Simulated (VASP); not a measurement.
Input of a VASP 6.6.1 run:

INCAR

```
SYSTEM = Fe3Ge
PREC = Accurate
ENCUT = 520
EDIFF = 1E-7
ISMEAR = -1
SIGMA = 0.03
LREAL = .FALSE.
LASPH = .TRUE.
NELM = 100
ALGO = Normal
ISIF = 2
LWAVE = .FALSE.
LCHARG = .TRUE.
GGA = PS
LELF = .TRUE.
LVHAR = .TRUE.
NBANDS = 27
```

KPOINTS

```
regular mesh
0
G
  9 9 9
  0 0 0
```

POSCAR

```
Fe3Ge
1.0
    3.7205193926      0.0000000000      0.0000000000
    0.0000000000      3.7205193926      0.0000000000
    0.0000000000      0.0000000000      3.7205193926
Fe Ge
3 1
Direct
    0.0000000000      0.5000000000      0.5000000000
    0.5000000000      0.5000000000      0.0000000000
    0.5000000000      0.0000000000      0.5000000000
    0.0000000000      0.0000000000      0.0000000000
```

Potentials or basis: VASP PAW PBE potentials, release 64 (Fe, Ge_d).

Run with:

```console
$ cat potpaw_PBE.64/Fe/POTCAR potpaw_PBE.64/Ge_d/POTCAR > POTCAR
$ mpirun -np 1 vasp_std > vasp.out
```

Problem. Estimate the band gap on the k mesh.

Solution. Zero (band 19 reaches 6.39 eV, above the bottom of band 20 at 5.98 eV).

Problem. Estimate the pressure.

Solution. -30.3 GPa.

Caveat: the PAW data sets were made with another functional, which shifts forces and pressure a little. Spin polarisation is off, so any magnetic state and its effect on volume and gap are missing.
